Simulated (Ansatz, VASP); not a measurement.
**Two plane-wave programs on Pt**

```
Pt
1.0
    -0.09925    1.93534    1.93534
     1.93534   -0.09925    1.93534
     1.93534    1.93534   -0.09925
Pt
1
Direct
  0.00000 0.00000 0.00000
```

Change from the starting cell: equal engineering shear yz, xz and xy -0.0500, equal normal strain along x, y and z +0.0000.

Alike in both runs: task single point; functional PBE; k mesh 20 × 20 × 20; occupations gaussian, width 0.15 eV; no spin polarisation.

|  | VASP | Ansatz |
| --- | --- | --- |
| version | VASP 6.6.1 | Ansatz 0.2.0 |
| potentials or method | VASP PAW PBE potentials, release 64 (Pt), cutoff 520 eV | scalar-relativistic, plane waves, PAW |
| valence electrons in the cell | 10 | 18 |

|  | VASP | Ansatz | Ansatz less VASP |
| --- | --- | --- | --- |
| gap on the k mesh at the Fermi level (eV) | none | none | - |
| pressure (GPa) | 1.5 | 2.0 | +0.50 |
| traceless stress, the component that is largest in VASP (GPa) | 3.61 | 3.63 | +0.016 |

A gap of «none» marks a metal or a gap that the smearing closes. With one functional, cell and mesh, what is left measures potentials, basis and numerics. VASP's potentials hold 10 valence electrons a cell and Ansatz's 18, so a difference there can come from the potentials and not from the codes.

Spin-orbit coupling is off throughout.
